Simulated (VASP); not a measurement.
Write the native input for VASP 6.6.1 that does the following.

```
Task                   : single point
Functional             : PBEsol
Potentials or basis    : VASP PAW PBE potentials, release 64 (Ti_sv, Co)
Cutoff                 : 520 eV
k mesh                 : 12 × 12 × 12
Occupations            : gaussian, width 0.15 eV
Spin                   : collinear spin, ferromagnetic start
Starting moments       : [0.5, 1.1, 1.1, 1.1] μB
Fixed moment           : 3.8 μB
Dipole correction      : no
Further INCAR settings : ALGO = Fast; EDIFF = 1e-06; NBANDS = 32
```

The structure of TiCo3 lies in POSCAR:

```
TiCo3
1.0
    3.2921146286      0.0000000000      0.0000000000
    0.0000000000      3.2921146286      0.0000000000
    0.0000000000      0.0000000000      3.2921146286
Ti Co
1 3
Direct
    0.0000000000      0.0000000000      0.0000000000
    0.0000000000      0.5000000000      0.5000000000
    0.5000000000      0.0000000000      0.5000000000
    0.5000000000      0.5000000000      0.0000000000
```

The input as run:

INCAR

```
SYSTEM = TiCo3
PREC = Accurate
ENCUT = 520
EDIFF = 1E-6
ISMEAR = 0
SIGMA = 0.15
LREAL = .False.
LASPH = .True.
NELM = 150
ALGO = Fast
ISIF = 2
LWAVE = .False.
LCHARG = .False.
ISPIN = 2
MAGMOM = 0.5 1.1 1.1 1.1
LORBIT = 11
NUPDOWN = 3.8
LMAXMIX = 4
GGA = PS
NBANDS = 32
```

KPOINTS

```
regular mesh
0
Gamma
  12 12 12
  0 0 0
```

Potentials or basis: VASP PAW PBE potentials, release 64 (Ti_sv, Co).

Launch:

```sh
$ cat potpaw_PBE.64/Ti_sv/POTCAR potpaw_PBE.64/Co/POTCAR > POTCAR
$ mpirun -np 1 vasp_std > vasp.out
```

Results of the run:

```yaml
Pressure: 91.6 GPa
Net_moment: 3.80 μB per cell
Site_moments: Ti +0.13; Co +1.20 μB
Valence_electrons_inside_the_program's_atomic_spheres: Ti 11.03; Co 8.93
```

Caveat: the cell stands under pressure; the PAW data sets were made with another functional, which shifts forces and pressure a little; the total moment is fixed, so each spin has its own Fermi level.

Run time: 4.4 min on 1 thread of Intel Xeon 8259CL, on a shared host, peak memory 0.25 GiB.
